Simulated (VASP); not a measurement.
Input of a VASP 6.6.1 run:

POSCAR

```
C
1.0
    2.4557712690      0.0000000000      0.0000000000
   -1.2278856345      2.1267603049      0.0000000000
    0.0000000000      0.0000000000     26.0000000000
C
2
Direct
    0.0000000000      0.0000000000      0.5000000000
    0.6666666667      0.3333333333      0.5000000000
```

Contents of INCAR.step1:

```
SYSTEM = C
  PREC = Accurate
  ENCUT = 520
  ISMEAR = 0
  SIGMA = 0.1
  LREAL = .FALSE.
  LASPH = .TRUE.
  NELM = 100
  LDIPOL = .TRUE.
  IDIPOL = 3
  DIPOL = 0.5 0.5 0.500
  NBANDS = 11
  GGA = PE
  ALGO = Normal
  EDIFF = 1E-4
  LWAVE = .TRUE.
  LCHARG = .FALSE.
```

Contents of INCAR.step2:

```
SYSTEM = C
  PREC = Accurate
  ENCUT = 520
  EDIFF = 1E-7
  ISMEAR = 0
  SIGMA = 0.1
  LREAL = .FALSE.
  LASPH = .TRUE.
  NELM = 100
  ALGO = Normal
  ISIF = 2
  LWAVE = .FALSE.
  LCHARG = .FALSE.
  LDIPOL = .TRUE.
  IDIPOL = 3
  DIPOL = 0.5 0.5 0.500
  METAGGA = R2SCAN
  LMIXTAU = .TRUE.
  NBANDS = 11
  ISTART = 1
```

The input KPOINTS:

```
regular mesh
0
G
  21 21 1
  0 0 0
```

Potentials or basis: VASP PAW PBE potentials, release 64 (C).

Command:

```console
$ cat potpaw_PBE.64/C/POTCAR > POTCAR
$ cp INCAR.step1 INCAR
$ mpirun -np 1 vasp_std > vasp.out
$ cp INCAR.step2 INCAR
$ mpirun -np 1 vasp_std > vasp.out
```

Q: Estimate the band gap on the k mesh.

A: Zero (filled and empty bands touch).
